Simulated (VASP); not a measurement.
# PbS in VASP: a series of runs

Runs on PbS. Level: PBEsol. Tasks: single point.

All numbers are computed with VASP 6.6.1; they aren't measurements. Logs are shortened: lines on timing, memory, paths and dates and some standing lists are left out, and cuts for length are marked.

## 1. The cell of the first run

The cell holds a slab with vacuum, 4 atoms: a = 11.298 Å, b = 4.250 Å, c = 4.250 Å, α = 89.97°, β = 90.00°, γ = 90.00°.

## 2. Single point, PBEsol

INCAR reads:

```
PREC = Accurate
ENCUT = 520
EDIFF = 1E-7
ISMEAR = 0
SIGMA = 0.01
LREAL = False
LASPH = True
NELM = 80
ALGO = Normal
ISIF = 2
LWAVE = False
LCHARG = True
GGA = PS
LELF = True
LVHAR = True
NBANDS = 28
```

KPOINTS reads:

```
Automatic mesh
0
Gamma
  1 3 3
```

POSCAR reads:

```
PbS
1.0
   11.2982800000      0.0000000000      0.0000000000
    0.0000000000      3.0043800000      3.0061800000
    0.0000000000     -3.0043800000      3.0061800000
Pb S
2 2
Direct
    0.6245800000      0.2566400000      0.7566400000
    0.3754200000      0.7566400000      0.2566400000
    0.6136800000      0.7643600000      0.2643600000
    0.3863200000      0.2643600000      0.7643600000
```

Potentials or basis: VASP PAW PBE potentials, release 64 (Pb_d, S).

Started as:

```sh
cat potpaw_PBE.64/Pb_d/POTCAR potpaw_PBE.64/S/POTCAR > POTCAR
mpirun -np 1 vasp_std > vasp.out
```

OUTCAR:

```text
PREC = Accurate
   ENCUT = 520
   EDIFF = 1E-7
   ISMEAR = 0
   LREAL = False
   LASPH = True
   NELM = 80
   ISIF = 2
   GGA = PS

 ion  position               nearest neighbor table
   1  0.625  0.257  0.757-   4 2.69   3 2.96   3 3.01   3 3.01   3 3.06   2 4.12   2 4.12   2 4.12
                             2 4.12
   2  0.375  0.757  0.257-   3 2.69   4 2.96   4 3.01   4 3.01   4 3.06   1 4.12   1 4.12   1 4.12
                             1 4.12
   3  0.614  0.764  0.264-   2 2.69   1 2.96   1 3.01   1 3.01   1 3.06
   4  0.386  0.264  0.764-   1 2.69   2 2.96   2 3.01   2 3.01   2 3.06

  LATTYP: Found a base centered orthorhombic cell.
 ALAT       =     6.0087600000
 B/A-ratio  =     1.0005991253
 C/A-ratio  =     1.8803014266

  Lattice vectors:

 A1 = (   0.0000000000,   3.0043800000,  -3.0061800000)
 A2 = (   0.0000000000,   3.0043800000,   3.0061800000)
 A3 = (  11.2982800000,   0.0000000000,   0.0000000000)

Analysis of symmetry for initial positions (statically):
=====================================================================
 Subroutine PRICEL returns:
 Original cell was already a primitive cell.

 Routine SETGRP: Setting up the symmetry group for a
 base centered orthorhombic supercell.

 Subroutine GETGRP returns: Found  4 space group operations
 (whereof  2 operations were pure point group operations)
 out of a pool of  8 trial point group operations.

The static configuration has the point symmetry C_2 .
 The point group associated with its full space group is C_2v.

Analysis of symmetry for dynamics (positions and initial velocities):
=====================================================================
 Subroutine PRICEL returns:
 Original cell was already a primitive cell.

 Routine SETGRP: Setting up the symmetry group for a
 base centered orthorhombic supercell.

 Subroutine GETGRP returns: Found  4 space group operations
 (whereof  2 operations were pure point group operations)
 out of a pool of  8 trial point group operations.

The dynamic configuration has the point symmetry C_2 .
 The point group associated with its full space group is C_2v.

 Subroutine INISYM returns: Found  4 space group operations
 (whereof  2 operations are pure point group operations),
 and found     1 'primitive' translations

----------------------------------------------------------------------------------------

                                     Primitive cell

  volume of cell :     204.0855

  direct lattice vectors                    reciprocal lattice vectors
    11.298280000  0.000000000  0.000000000     0.088509047  0.000000000  0.000000000
     0.000000000  3.004380000  3.006180000     0.000000000  0.166423688  0.166324039
     0.000000000 -3.004380000  3.006180000     0.000000000 -0.166423688  0.166324039

  length of vectors
    11.298280000  4.250107925  4.250107925     0.088509047  0.235288185  0.235288185

  position of ions in fractional coordinates (direct lattice)
     0.624580000  0.256640000  0.756640000
     0.375420000  0.756640000  0.256640000
     0.613680000  0.764360000  0.264360000
     0.386320000  0.264360000  0.764360000

  ion indices of the primitive-cell ions
   primitive index   ion index
                 1           1
                 2           2
                 3           3
                 4           4

----------------------------------------------------------------------------------------

 KPOINTS: Automatic mesh

Automatic generation of k-mesh.
 Grid dimensions read from file:
 generate k-points for:    1    3    3

 Generating k-lattice:

  Cartesian coordinates                     Fractional coordinates (reciprocal lattice)
     0.088509047  0.000000000  0.000000000     1.000000000  0.000000000  0.000000000
     0.000000000  0.055474563  0.055441346     0.000000000  0.333333333  0.000000000
     0.000000000 -0.055474563  0.055441346     0.000000000  0.000000000  0.333333333

  Length of vectors
     0.088509047  0.078429395  0.078429395

  Shift w.r.t. Gamma in fractional coordinates (k-lattice)
     0.000000000  0.000000000  0.000000000

 Subroutine IBZKPT returns following result:
 ===========================================

 Found      4 irreducible k-points:

 Following reciprocal coordinates:
            Coordinates               Weight
  0.000000  0.000000  0.000000      1.000000
  0.000000  0.333333 -0.000000      4.000000
  0.000000  0.333333  0.333333      2.000000
  0.000000 -0.333333  0.333333      2.000000
   k-points           NKPTS =      4   k-points in BZ     NKDIM =      4   number of bands    NBANDS=     28
   number of dos      NEDOS =    301   number of ions     NIONS =      4
   total plane-waves  NPLWV =  86016
   dimension x,y,z NGX =    84 NGY =   32 NGZ =   32
   dimension x,y,z NGXF=   168 NGYF=   64 NGZF=   64
   ions per type =               2   2
   NGX,Y,Z   is equivalent  to a cutoff of  12.36, 12.52, 12.52 a.u.
   NGXF,Y,Z  is equivalent  to a cutoff of  24.72, 25.03, 25.03 a.u.
 SYSTEM =  unknown system
   PREC   = accura    normal or accurate (medium, high low for compatibility)
   ISTART =      0    job   : 0-new  1-cont  2-samecut
   ICHARG =      2    charge: 1-file 2-atom 10-const
   ISPIN  =      1    spin polarized calculation?
   LNONCOLLINEAR =      F non collinear calculations
   LSORBIT =      F    spin-orbit coupling
   LASPH  =      T    aspherical Exc in radial PAW
   ENCUT  =  520.0 eV  38.22 Ry    6.18 a.u.  21.01  7.90  7.90*2*pi/ulx,y,z
   NELM   =     80;   NELMIN=  2; NELMDL= -5     # of ELM steps
   EDIFF  = 0.1E-06   stopping-criterion for ELM
   LREAL  =      F    real-space projection
   EDIFFG = 0.1E-05   stopping-criterion for IOM
   NSW    =      0    number of steps for IOM
   IBRION =     -1    ionic relax: 0-MD 1-quasi-New 2-CG
   NFREE  =      0    steps in history (QN), initial steepest desc. (CG)
   ISIF   =      2    stress and relaxation
   ISYM   =      2    0-nonsym 1-usesym 2-fastsym
   POTIM  = 0.5000    time-step for ionic-motion
   TEBEG  =    0.0;   TEEND  =   0.0 temperature during run
   PSTRESS=    0.0 pullay stress
   NELECT =      40.0000    total number of electrons
   NUPDOWN=      -1.0000    fix difference up-down
   EMIN   =  10.00;   EMAX   =-10.00  energy-range for DOS
   EFERMI =   0.00;   METHOD = LEGACY
   ISMEAR =     0;   SIGMA  =   0.01  broadening in eV -4-tet -1-fermi 0-gaus
   EFERMI_NEDOS =   21; number of points for ismear=-14 and -15
   IALGO  =     38    algorithm
   IMIX   =      4    mixing-type and parameters
     AMIX     =   0.40;   BMIX     =  1.00
     AMIX_MAG =   1.60;   BMIX_MAG =  1.00
  volume/ion in A,a.u.               =      51.02       344.31
  Fermi-wavevector in a.u.,A,eV,Ry     =   0.950949  1.797034 12.303815  0.904305
  Thomas-Fermi vector in A             =   2.079374
   LORBIT       =      0    0 simple, 1 ext, 2 COOP (PROOUT), +10 PAW based schemes
   GGA     = PS    functional components
   LHFCALC =     F    Hartree Fock is set to
   AEXX    =    0.0000 exact exchange contribution
   IVDW    =     0    specifies the selected vdW correction
   LEPSILON=     F    determine dielectric tensor
   LRPA    =     F    only Hartree local field effects (RPA)
 non-spin polarized calculation
 Gauss-broadening in eV      SIGMA  =   0.01
  energy-cutoff  :      520.00
  volume of cell :      204.09
 maximum number of plane-waves:      5515
   NGX = 43   NGY = 15   NGZ = 15

 number of electron      39.9999997 magnetization

 Free energy of the ion-electron system (eV)
  ---------------------------------------------------
  ext. energy  EPLUGINS =         0.00000000
  ---------------------------------------------------
  free energy    TOTEN  =       -18.55579144 eV

  energy without entropy =      -18.55579144  energy(sigma->0) =      -18.55579144

 E-fermi :   0.1812     XC(G=0):  -5.9070

 val. band max:        0.0831463095   @ k =   0.0000   0.3333  -0.0000
 cond. band min:       2.2840839817   @ k =   0.0000   0.3333  -0.0000
 fundamental gap:      2.2009376721
 Fermi energy:         0.1811823204

 k-point     1 :       0.0000    0.0000    0.0000
  band No.  band energies     occupation
      1     -15.9844      2.00000
      2     -15.8757      2.00000
      3     -15.8645      2.00000
      4     -15.8578      2.00000
      5     -15.8433      2.00000
      6     -15.8430      2.00000
[... 20 lines left out ...]
     27       6.3877      0.00000
     28       6.4185      0.00000

 k-point     2 :       0.0000    0.3333   -0.0000
  band No.  band energies     occupation
      1     -15.9360      2.00000
      2     -15.8788      2.00000
      3     -15.8593      2.00000
      4     -15.8572      2.00000
      5     -15.8541      2.00000
      6     -15.8399      2.00000
[... 20 lines left out ...]
     27       5.5316      0.00000
     28       7.0244      0.00000

 k-point     3 :       0.0000    0.3333    0.3333
  band No.  band energies     occupation
      1     -15.9501      2.00000
      2     -15.9282      2.00000
      3     -15.8587      2.00000
      4     -15.8579      2.00000
      5     -15.8474      2.00000
      6     -15.8328      2.00000
[... 20 lines left out ...]
     27       6.1808      0.00000
     28       6.2087      0.00000

 k-point     4 :       0.0000   -0.3333    0.3333
  band No.  band energies     occupation
      1     -15.9502      2.00000
      2     -15.9279      2.00000
      3     -15.8586      2.00000
      4     -15.8581      2.00000
      5     -15.8472      2.00000
      6     -15.8330      2.00000
[... 20 lines left out ...]
     27       6.1820      0.00000
     28       6.2081      0.00000

------------------------ aborting loop because EDIFF is reached ----------------------------------------

  FORCE on cell =-STRESS in cart. coord.  units (eV):
  Direction    XX          YY          ZZ          XY          YZ          ZX
  --------------------------------------------------------------------------------------
  -------------------------------------------------------------------------------------
  Total       -0.5883097     -2.3959239     -2.3830749      0.0000000      0.0000000      0.0000000
  in kB       -4.6185371    -18.8092479    -18.7083762      0.0000000      0.0000000      0.0000000
  external PRESSURE =     -14.0453871 kB  Pullay stress =       0.0000000 kB

 VOLUME and BASIS-vectors are now :
 -----------------------------------------------------------------------------
  energy-cutoff  :      520.00
  volume of cell :      204.09
      direct lattice vectors                 reciprocal lattice vectors
    11.298280000  0.000000000  0.000000000     0.088509047  0.000000000  0.000000000
     0.000000000  3.004380000  3.006180000     0.000000000  0.166423688  0.166324039
     0.000000000 -3.004380000  3.006180000     0.000000000 -0.166423688  0.166324039

 POSITION                                       TOTAL-FORCE (eV/Angst)
 -----------------------------------------------------------------------------------
      7.05668     -1.50219      3.04610        -0.236631      0.000000     -0.006648
      4.24160      1.50219      3.04610         0.236631      0.000000     -0.006648
      6.93353      1.50219      3.09252         0.067364      0.000000      0.006648
      4.36475     -1.50219      3.09252        -0.067364      0.000000      0.006648
 -----------------------------------------------------------------------------------
    total drift:                                0.000000     -0.000002     -0.000504

  FREE ENERGIE OF THE ION-ELECTRON SYSTEM (eV)
  ---------------------------------------------------
  free  energy   TOTEN  =       -18.5557914396 eV

  energy  without entropy=      -18.5557914396  energy(sigma->0) =      -18.55579144
```

It took 36 s on 1 thread of Intel Xeon 6975P-C, shared host; peak memory 0.27 GiB.

Results:

* Free energy: -18.5558 eV
* Largest force: 0.237 eV/Å
* Band gap on the k mesh: 2.20 eV, direct

Forces on the atoms (eV/Å):
```
Pb  -0.237  0.000 -0.007
Pb   0.237  0.000 -0.007
S    0.067  0.000  0.007
S   -0.067  0.000  0.007
```

Caveat: the k points lie up to 0.49 Å⁻¹ apart; the PAW data sets were made with another functional, which shifts forces and pressure a little; spin-orbit coupling is left out, which moves the levels of the heavy elements.

## 3. Single point, PBEsol

INCAR reads:

```
SYSTEM = PbS
PREC = Accurate
ENCUT = 520
EDIFF = 1E-6
ISMEAR = 0
SIGMA = 0.01
LREAL = .False.
LASPH = .True.
NELM = 60
ALGO = Normal
ISIF = 2
LWAVE = .False.
LCHARG = .True.
GGA = PS
LELF = .True.
LVHAR = .True.
NBANDS = 28
```

KPOINTS reads:

```
Automatic mesh
0
Gamma
  1 3 3
  0 0 0
```

POSCAR is that of step 2.

Potentials or basis: VASP PAW PBE potentials, release 64 (Pb_d, S).

Started as:

```sh
cat potpaw_PBE.64/Pb_d/POTCAR potpaw_PBE.64/S/POTCAR > POTCAR
mpirun -np 1 vasp_std > vasp.out
```

OUTCAR:

```text
SYSTEM = PbS
   PREC = Accurate
   ENCUT = 520
   EDIFF = 1E-6
   ISMEAR = 0
   LREAL = .False.
   LASPH = .True.
   NELM = 60
   ISIF = 2
   GGA = PS

 ion  position               nearest neighbor table
   1  0.625  0.257  0.757-   4 2.69   3 2.96   3 3.01   3 3.01   3 3.06   2 4.12   2 4.12   2 4.12
                             2 4.12
   2  0.375  0.757  0.257-   3 2.69   4 2.96   4 3.01   4 3.01   4 3.06   1 4.12   1 4.12   1 4.12
                             1 4.12
   3  0.614  0.764  0.264-   2 2.69   1 2.96   1 3.01   1 3.01   1 3.06
   4  0.386  0.264  0.764-   1 2.69   2 2.96   2 3.01   2 3.01   2 3.06

  LATTYP: Found a base centered orthorhombic cell.
 ALAT       =     6.0087600000
 B/A-ratio  =     1.0005991253
 C/A-ratio  =     1.8803014266

  Lattice vectors:

 A1 = (   0.0000000000,   3.0043800000,  -3.0061800000)
 A2 = (   0.0000000000,   3.0043800000,   3.0061800000)
 A3 = (  11.2982800000,   0.0000000000,   0.0000000000)

Analysis of symmetry for initial positions (statically):
=====================================================================
 Subroutine PRICEL returns:
 Original cell was already a primitive cell.

[... 154 lines left out ...]
 E-fermi :   0.1812     XC(G=0):  -5.9069

 val. band max:        0.0832599544   @ k =   0.0000   0.3333  -0.0000
 cond. band min:       2.2841838953   @ k =   0.0000   0.3333  -0.0000
 fundamental gap:      2.2009239409
 Fermi energy:         0.1812319688

 k-point     1 :       0.0000    0.0000    0.0000
  band No.  band energies     occupation
      1     -15.9843      2.00000
      2     -15.8755      2.00000
      3     -15.8643      2.00000
      4     -15.8577      2.00000
      5     -15.8432      2.00000
      6     -15.8429      2.00000
[... 113 lines left out ...]
     27       6.1821      0.00000
     28       6.2082      0.00000

------------------------ aborting loop because EDIFF is reached ----------------------------------------

  FORCE on cell =-STRESS in cart. coord.  units (eV):
  Direction    XX          YY          ZZ          XY          YZ          ZX
  --------------------------------------------------------------------------------------
  -------------------------------------------------------------------------------------
  Total       -0.5904962     -2.3974354     -2.3845809      0.0000000      0.0000000      0.0000000
  in kB       -4.6357018    -18.8211140    -18.7201995      0.0000000      0.0000000      0.0000000
  external PRESSURE =     -14.0590051 kB  Pullay stress =       0.0000000 kB

 VOLUME and BASIS-vectors are now :
 -----------------------------------------------------------------------------
  energy-cutoff  :      520.00
  volume of cell :      204.09
      direct lattice vectors                 reciprocal lattice vectors
    11.298280000  0.000000000  0.000000000     0.088509047  0.000000000  0.000000000
     0.000000000  3.004380000  3.006180000     0.000000000  0.166423688  0.166324039
     0.000000000 -3.004380000  3.006180000     0.000000000 -0.166423688  0.166324039

 POSITION                                       TOTAL-FORCE (eV/Angst)
 -----------------------------------------------------------------------------------
      7.05668     -1.50219      3.04610        -0.236744      0.000000     -0.006649
      4.24160      1.50219      3.04610         0.236744      0.000000     -0.006649
      6.93353      1.50219      3.09252         0.067273      0.000000      0.006649
      4.36475     -1.50219      3.09252        -0.067273      0.000000      0.006649
 -----------------------------------------------------------------------------------
    total drift:                                0.000000     -0.000002     -0.000495

  FREE ENERGIE OF THE ION-ELECTRON SYSTEM (eV)
  ---------------------------------------------------
  free  energy   TOTEN  =       -18.5557914539 eV

  energy  without entropy=      -18.5557914539  energy(sigma->0) =      -18.55579145
```

Run time: 29 s. Hardware: 1 thread of Intel Xeon 6975P-C, shared host; peak memory 0.27 GiB.

Results:

* Free energy: -18.5558 eV
* Largest force: 0.237 eV/Å
* Band gap on the k mesh: 2.20 eV, direct

Forces in eV/Å, atoms in the order of the input:
```
Pb  -0.237  0.000 -0.007
Pb   0.237  0.000 -0.007
S    0.067  0.000  0.007
S   -0.067  0.000  0.007
```

Caveat: the k points lie up to 0.49 Å⁻¹ apart; the PAW data sets were made with another functional, which shifts forces and pressure a little; spin-orbit coupling is left out, which moves the levels of the heavy elements.
